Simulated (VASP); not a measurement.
A run of VASP 6.6.1 is set up as follows.

The input INCAR:

```
SYSTEM = Ni
  ALGO = Normal
  EDIFF = 1E-7
  ENCUT = 520
  GGA = PS
  ISIF = 2
  ISMEAR = -1
  ISPIN = 2
  LASPH = .TRUE.
  LCHARG = .FALSE.
  LMAXMIX = 4
  LORBIT = 11
  LREAL = .FALSE.
  LWAVE = .FALSE.
  MAGMOM = 1.4
  NBANDS = 15
  NELM = 150
  NUPDOWN = 1.3
  PREC = Accurate
  SIGMA = 0.1
```

Contents of KPOINTS:

```
k-points
0
G
  6 6 6
  0 0 0
```

File POSCAR:

```
Ni
1.0
    0.0000000000      1.7619350000      1.7619350000
    1.7619350000      0.0000000000      1.7619350000
    1.7619350000      1.7619350000      0.0000000000
Ni
1
Direct
    0.0000000000      0.0000000000      0.0000000000
```

Potentials or basis: VASP PAW PBE potentials, release 64 (Ni).

Command:

```sh
$ cat potpaw_PBE.64/Ni/POTCAR > POTCAR
$ mpirun -np 1 vasp_std > vasp.out
```

Problem. What does it give for the pressure?

Solution. -1.2 GPa.

Caveat: the k points lie up to 0.51 Å⁻¹ apart; the PAW data sets were made with another functional, which shifts forces and pressure a little; the total moment is fixed, so each spin has its own Fermi level.
